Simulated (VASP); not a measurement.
GaAs, 2 atoms in the cell. It takes space group Pm-3m (No. 221, cubic). The conventional cell has a = 3.281 Å, b = 3.281 Å, c = 3.281 Å, α = 90.00°, β = 90.00°, γ = 90.00°. Within 3.7 Å of Ga (site symmetry m-3m) lie 8 As at 2.84 Å and 6 Ga at 3.28 Å. As (site symmetry m-3m) has 8 Ga at 2.84 Å and 6 As at 3.28 Å within 3.7 Å. 

- Program: VASP 6.6.1
- Task: single point
- Functional: LDA
- Potentials or basis: VASP PAW LDA potentials, release 64 (Ga_d, As)
- Cutoff: 520 eV
- k mesh: 6 × 6 × 6
- Occupations: gaussian, width 0.05 eV
- Spin: no spin polarisation
- Dipole correction: no
- Further INCAR settings: ALGO = Normal; EDIFF = 1e-06; NBANDS = 16

Potentials or basis: VASP PAW LDA potentials, release 64 (Ga_d, As).

Run with:

```console
$ cat potpaw_LDA.64/Ga_d/POTCAR potpaw_LDA.64/As/POTCAR > POTCAR
$ mpirun -np 1 vasp_std > vasp.out
```

Hardware: 1 thread of Intel(R) Xeon(R) 6975P-C (Granite Rapids), with other jobs on the host.

Question: Estimate the wall time of this run.

Answer: Wall time 4.2 s on 1 thread of Intel(R) Xeon(R) 6975P-C (Granite Rapids), on a shared host, peak memory 0.13 GiB. Counts: scf iterations 10, k points 20.
